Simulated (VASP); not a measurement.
Set up this calculation in VASP 6.6.1, as the native input.

- Task: single point
- Functional: LDA
- Potentials or basis: VASP PAW LDA potentials, release 64 (Mg_sv, O)
- Cutoff: 840 eV
- k mesh: 9 × 9 × 8
- Occupations: gaussian, width 0.05 eV
- Spin: no spin polarisation
- Dipole correction: no
- Further INCAR settings: ALGO = Normal; EDIFF = 1e-06; NBANDS = 15

The structure of MgO lies in POSCAR:

```
MgO
1.0
    2.9380209034      0.0000000000      0.0000000000
   -1.4690104517      2.5444007392      0.0000000000
    0.0000000000      0.0000000000      2.6796800000
Mg O
1 1
Direct
    0.0000000000      0.0000000000      0.0000000000
    0.3333333333      0.6666666667      0.5373178887
```

This cell differs from its parent crystal: all O atoms moved -0.100 Å, as atom 2 towards its neighbour atom 2 (O) at 2.680 Å.

The input as run:

INCAR

```
SYSTEM = MgO
  PREC = Accurate
  ENCUT = 840
  EDIFF = 1E-6
  ISMEAR = 0
  SIGMA = 0.05
  LREAL = .FALSE.
  LASPH = .TRUE.
  NELM = 120
  ALGO = Normal
  ISIF = 2
  LWAVE = .FALSE.
  LCHARG = .FALSE.
  GGA = CA
  NBANDS = 15
  GGA_COMPAT = .FALSE.
```

KPOINTS

```
regular mesh
0
G
  9 9 8
  0 0 0
```

Potentials or basis: VASP PAW LDA potentials, release 64 (Mg_sv, O).

Launch:

```bash
$ cat potpaw_LDA.64/Mg_sv/POTCAR potpaw_LDA.64/O/POTCAR > POTCAR
$ mpirun -np 1 vasp_std > vasp.out
```

Results of the run:

The pressure is -8.2 GPa. The largest force is 0.301 eV/Å and the band gap on the k mesh is 2.95 eV (least direct gap 3.37 eV).

Caveat: the cell differs from its parent crystal (all O atoms moved -0.100 Å, as atom 2 towards its neighbour atom 2 (O) at 2.680 Å); the cell stands under tension.

Run time: 16 s on 1 thread of AMD EPYC 9R45 96-Core Processor (Zen 5), with other jobs on the host, peak memory 0.14 GiB.
